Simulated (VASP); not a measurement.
**BIr3Pd: single point with PBE**

BIr3Pd:

```
CELL_PARAMETERS angstrom
3.84537 0.00000 0.00000
0.00000 3.84537 0.00000
0.00000 0.00000 3.84537
ATOMIC_POSITIONS crystal
B 0.00000 0.00000 0.00000
Pd 0.50000 0.50000 0.50000
Ir 0.00000 0.50000 0.50000
Ir 0.50000 0.50000 0.00000
Ir 0.50000 0.00000 0.50000
```

```yaml
Program: VASP 6.6.1
Task: single point
Functional: PBE
Potentials_or_basis: VASP PAW PBE potentials, release 64 (B, Pd_sv_GW, Ir_sv_GW)
Cutoff: 540 eV
k_mesh: 4 × 4 × 4
Occupations: gaussian, width 0.1 eV
Spin: no spin polarisation
Dipole_correction: no
Second_run: valence_matched
Further_INCAR_settings: ALGO = Normal; EDIFF = 1e-06; NBANDS = 44
```

The pressure is 304.1 GPa and the band gap on the k mesh is zero (band 36 reaches 14.68 eV, above the bottom of band 37 at 13.01 eV).

Levels at points of the mesh, in eV from the Fermi level:
```tsv
k point	band 34	band 35	band 36	band 37	band 38	band 39
(0.00, 0.00, 0.00)	-0.29	0.46	0.46	0.46	0.67	1.16
(0.50, 0.00, 0.00)	-0.29	-0.06	-0.06	0.42	0.71	2.84
(0.50, 0.50, 0.00)	-1.27	-1.18	-0.31	-0.07	-0.07	0.57
(0.50, 0.50, 0.50)	-2.91	-1.47	-1.47	-0.48	-0.24	-0.24
```

It took 59 s on 1 thread of Intel(R) Xeon(R) Platinum 8375C CPU @ 2.90GHz (Ice Lake), with other jobs on the host, peak memory 0.19 GiB.

Caveat: the k points lie up to 0.41 Å⁻¹ apart; spin-orbit coupling is left out, which moves the levels of the heavy elements.
